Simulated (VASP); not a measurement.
# Bi (I4/mmm) in VASP: notebook, part 2 of 2

VASP 6.6.1.

## Step 3: Single point, PBE+D3(BJ) (volume 30.094 Å^3 an atom, c/a of the conventional cell 1.2513)

The input, INCAR:

```
ALGO     = Fast           # electronic algorithm
EDIFF    = 1E-7           # SCF threshold, eV
ENCUT    = 520            # plane-wave cutoff, eV
GGA      = PE             # functional
ISIF     = 2              # what is computed and relaxed
ISMEAR   = 0              # smearing method
IVDW     = 12             # dispersion correction
LASPH    = T              # aspherical terms in the spheres
LCHARG   = F              # write CHGCAR
LREAL    = F              # projectors in reciprocal space
LWAVE    = F              # write WAVECAR
NBANDS   = 14             # bands
NELM     = 100            # most SCF steps
PREC     = Accurate       # precision mode
SIGMA    = 0.15           # smearing width, eV
```

The input, KPOINTS:

```
k-points
0
Gamma
  18 18 18
```

The input, POSCAR:

```
Bi
1.0
   -1.8183797241      1.8183797241      2.2753385487
    1.8183797241     -1.8183797241      2.2753385487
    1.8183797241      1.8183797241     -2.2753385487
Bi
1
Direct
    0.0000000000      0.0000000000      0.0000000000
```

Potentials or basis: VASP PAW PBE potentials, release 64 (Bi_d).

The run is started by

```sh
$ cat potpaw_PBE.64/Bi_d/POTCAR > POTCAR
$ mpirun -np 1 vasp_std > vasp.out
```

OUTCAR:

```text
EDIFF = 1E-7
   ENCUT = 520
   GGA = PE
   ISIF = 2
   ISMEAR = 0
   IVDW = 12
   LASPH = T
   LREAL = F
   NELM = 100
   PREC = Accurate
 IVDW          = 12

 ion  position               nearest neighbor table
   1  0.000  0.000  0.000-

  LATTYP: Found a body centered tetragonal cell.
 ALAT       =     3.6367594482
 C/A-ratio  =     1.2513000000

  Lattice vectors:

 A1 = (  -1.8183797241,   1.8183797241,   2.2753385487)
 A2 = (   1.8183797241,  -1.8183797241,   2.2753385487)
 A3 = (   1.8183797241,   1.8183797241,  -2.2753385487)

Analysis of symmetry for initial positions (statically):
=====================================================================
 Subroutine PRICEL returns:
 Original cell was already a primitive cell.

 Routine SETGRP: Setting up the symmetry group for a
 body centered tetragonal supercell.

 Subroutine GETGRP returns: Found 16 space group operations
 (whereof 16 operations were pure point group operations)
 out of a pool of 16 trial point group operations.

The static configuration has the point symmetry D_4h.

Analysis of symmetry for dynamics (positions and initial velocities):
=====================================================================
 Subroutine PRICEL returns:
 Original cell was already a primitive cell.

 Routine SETGRP: Setting up the symmetry group for a
 body centered tetragonal supercell.

 Subroutine GETGRP returns: Found 16 space group operations
 (whereof 16 operations were pure point group operations)
 out of a pool of 16 trial point group operations.

The dynamic configuration has the point symmetry D_4h.

 Subroutine INISYM returns: Found 16 space group operations
 (whereof 16 operations are pure point group operations),
 and found     1 'primitive' translations

----------------------------------------------------------------------------------------

                                     Primitive cell

  volume of cell :      30.0937
[... 115 lines left out ...]
   IVDW    =    12    specifies the selected vdW correction
   LEPSILON=     F    determine dielectric tensor
   LRPA    =     F    only Hartree local field effects (RPA)
 non-spin polarized calculation
 RMM-DIIS sequential band-by-band and
 Gauss-broadening in eV      SIGMA  =   0.15
  energy-cutoff  :      520.00
  volume of cell :       30.09
 maximum number of plane-waves:       837
 NGX is ok and might be reduce to    28
   NGX = 13   NGY = 13   NGZ = 13

 number of electron      15.0000001 magnetization

 Free energy of the ion-electron system (eV)
  ---------------------------------------------------
  ext. energy  EPLUGINS =         0.00000000
  ---------------------------------------------------
  free energy    TOTEN  =        -3.70526016 eV

  energy without entropy =       -3.69690154  energy(sigma->0) =       -3.70108085

 E-fermi :   8.3977     XC(G=0): -10.4549

 val. band max:        8.3918765182   @ k =   0.3889   0.2778   0.1111
 cond. band min:       8.3987409272   @ k =  -0.3889  -0.4444   0.2778
 fundamental gap:      0.0068644089
 Fermi energy:         8.3977147559

 k-point     1 :       0.0000    0.0000    0.0000
  band No.  band energies     occupation
      1     -14.7201      2.00000
      2     -14.7201      2.00000
      3     -14.6613      2.00000
      4     -14.6465      2.00000
      5     -14.5820      2.00000
      6      -5.4181      2.00000
      7      13.5012      0.00000
      8      13.6758      0.00000
      9      13.6758      0.00000
     10      17.6312      0.00000
     11      17.7089      0.00000
     12      19.4026      0.00000
     13      19.4026      0.00000
     14      19.8491      0.00000
[... 377 lines left out ...]
      1     -14.7126      2.00000
      2     -14.6954      2.00000
      3     -14.6375      2.00000
      4     -14.6306      2.00000
      5     -14.5839      2.00000
      6      -4.6538      2.00000
      7       8.7661      0.00051
      8      12.3683      0.00000
      9      12.8240      0.00000
     10      16.5372      0.00000
     11      17.7756      0.00000
     12      19.2873      0.00000
     13      19.9898      0.00000
     14      21.1637      0.00000

 [... further k-points ...]

------------------------ aborting loop because EDIFF is reached ----------------------------------------

 Edisp (eV)   -0.52378

 E8    (eV) :    -0.2574

  FORCE on cell =-STRESS in cart. coord.  units (eV):
  Direction    XX          YY          ZZ          XY          YZ          ZX
  --------------------------------------------------------------------------------------
  -------------------------------------------------------------------------------------
  Total       0.17345     0.17345    -0.17076     0.00000     0.00000     0.00000
  in kB       9.23445     9.23445    -9.09147     0.00000     0.00000     0.00000
  external pressure =        3.13 kB  Pullay stress =        0.00 kB

 VOLUME and BASIS-vectors are now :
 -----------------------------------------------------------------------------
  energy-cutoff  :      520.00
  volume of cell :       30.09
      direct lattice vectors                 reciprocal lattice vectors
    -1.818379724  1.818379724  2.275338549     0.000000000  0.274970070  0.219747519
     1.818379724 -1.818379724  2.275338549     0.274970070  0.000000000  0.219747519
     1.818379724  1.818379724 -2.275338549     0.274970070  0.274970070  0.000000000

 POSITION                                       TOTAL-FORCE (eV/Angst)
 -----------------------------------------------------------------------------------
      0.00000      0.00000      0.00000         0.000000     -0.000000      0.000000
 -----------------------------------------------------------------------------------
    total drift:                               -0.000000     -0.000000     -0.000000

  FREE ENERGIE OF THE ION-ELECTRON SYSTEM (eV)
  ---------------------------------------------------
  free  energy   TOTEN  =        -4.2290398359 eV

  energy  without entropy=       -4.2206812154  energy(sigma->0) =       -4.22486053
```

OSZICAR:

```text
N       E                     dE             d eps       ncg     rms          rms(c)
DAV:   1     0.114631074085E+03    0.11463E+03   -0.76407E+03 13638   0.124E+03
DAV:   2     0.285063190548E+01   -0.11178E+03   -0.10826E+03 14382   0.341E+02
DAV:   3    -0.355390306795E+01   -0.64045E+01   -0.63813E+01 16962   0.789E+01
DAV:   4    -0.370319149764E+01   -0.14929E+00   -0.14925E+00 17136   0.128E+01
DAV:   5    -0.370952798823E+01   -0.63365E-02   -0.63363E-02 19136   0.240E+00    0.441E-01
RMM:   6    -0.370576248249E+01    0.37655E-02   -0.58782E-03 16385   0.901E-01    0.266E-01
RMM:   7    -0.370512321828E+01    0.63926E-03   -0.52771E-03 16602   0.747E-01    0.777E-02
RMM:   8    -0.370522744501E+01   -0.10423E-03   -0.10740E-03 18726   0.433E-01    0.124E-02
RMM:   9    -0.370525545825E+01   -0.28013E-04   -0.28786E-04 20761   0.164E-01    0.888E-03
RMM:  10    -0.370525782027E+01   -0.23620E-05   -0.55133E-05 18974   0.104E-01    0.214E-03
RMM:  11    -0.370525980373E+01   -0.19835E-05   -0.26907E-05 23479   0.472E-02    0.155E-03
RMM:  12    -0.370526011411E+01   -0.31038E-06   -0.31477E-06 20073   0.157E-02    0.158E-03
RMM:  13    -0.370526016102E+01   -0.46907E-07   -0.42026E-07 12492   0.556E-03
   1 F= -.42290398E+01 E0= -.42248605E+01  d E =-.835862E-02
```

Run time: 92 s. Hardware: 1 thread of Intel Xeon 6975P-C (Granite Rapids), shared host; peak memory 0.31 GiB.

Results:

| Property | Result |
| --- | --- |
| Free energy | -4.2290 eV |
| Pressure | 0.3 GPa |
| Dispersion energy per atom | -0.524 eV |

Caveat: spin-orbit coupling is left out, which moves the levels of the heavy elements; pairwise dispersion overbinds metals, which lowers pressure and volume.

## Step 4: Single point, PBE+D3(BJ) (volume 30.094 Å^3 an atom, c/a of the conventional cell 0.9280)

The input, INCAR:

```
SYSTEM = Bi
ALGO = Fast
EDIFF = 1E-6
ENCUT = 520
GGA = PE
ISIF = 2
ISMEAR = 0
IVDW = 12
LASPH = .TRUE.
LCHARG = .FALSE.
LREAL = .FALSE.
LWAVE = .FALSE.
NBANDS = 14
NELM = 60
PREC = Accurate
SIGMA = 0.15
```

The input, KPOINTS:

```
k-points
0
G
  18 18 18
  0 0 0
```

The input, POSCAR:

```
Bi
1.0
   -2.0088880541      2.0088880541      1.8642481143
    2.0088880541     -2.0088880541      1.8642481143
    2.0088880541      2.0088880541     -1.8642481143
Bi
1
Direct
    0.0000000000      0.0000000000      0.0000000000
```

The run is started by

```sh
$ cat potpaw_PBE.64/Bi_d/POTCAR > POTCAR
$ mpirun -np 1 vasp_std > vasp.out
```

It took 98 s on 1 thread of Intel Xeon 6975P-C (Granite Rapids), shared host; peak memory 0.3 GiB.

It converged, with:

* Free energy: -4.2659 eV
* Pressure: 0.2 GPa
* Dispersion energy per atom: -0.524 eV

Stress tensor (GPa, compression positive):
```
-0.08  0.00  0.00
 0.00 -0.08  0.00
 0.00  0.00  0.71
```

Levels at points of the mesh, in eV from the Fermi level:
| k point | band 3 | band 4 | band 5 | band 6 | band 7 | band 8 | band 9 | band 10 | band 11 | band 12 |
| --- | --- | --- | --- | --- | --- | --- | --- | --- | --- | --- |
| (0.00, 0.00, 0.00) | -23.06 | -22.95 | -22.92 | -13.77 | 5.17 | 5.17 | 5.66 | 9.45 | 10.31 | 10.31 |
| (0.50, 0.00, 0.00) | -22.94 | -22.92 | -22.84 | -10.40 | -5.22 | 1.41 | 3.15 | 5.80 | 7.29 | 12.44 |
| (0.50, 0.50, 0.00) | -22.96 | -22.94 | -22.85 | -10.74 | -5.39 | 2.22 | 4.30 | 6.76 | 8.47 | 11.42 |
| (0.50, 0.50, 0.50) | -22.87 | -22.87 | -22.85 | -8.33 | -2.28 | -2.28 | -1.00 | 3.18 | 3.93 | 15.52 |

Caveat: spin-orbit coupling is left out, which moves the levels of the heavy elements; pairwise dispersion overbinds metals, which lowers pressure and volume.

## Step 5: Summary

| cell | further INCAR settings | gap on the mesh (eV) | pressure (GPa) |
| --- | --- | --- | --- |
| a = 3.398 Å, angles 111.6, 111.6, 105.4°, 1 atom | ALGO = Fast; EDIFF = 1e-06; NBANDS = 14 | none | 0.1 |
| a = 3.434 Å, angles 116.0, 116.0, 97.0°, 1 atom | ALGO = Fast; EDIFF = 1e-07; NBANDS = 14 | none | 0.3 |
| a = 3.398 Å, angles 107.5, 107.5, 113.5°, 1 atom | ALGO = Fast; EDIFF = 1e-06; NBANDS = 14 | none | 0.2 |

Alike in all rows: task single point; level PBE+D3(BJ); potentials or basis VASP PAW PBE potentials, release 64 (Bi_d); no spin polarisation; k mesh 18 × 18 × 18; cutoff (eV) 520; smearing gaussian 0.15 eV.

Caveats: spin-orbit coupling is left out, which moves the levels of the heavy elements; pairwise dispersion overbinds metals, which lowers pressure and volume.

Total energies depend on the potentials used, so only differences within one code and one set of settings carry meaning.
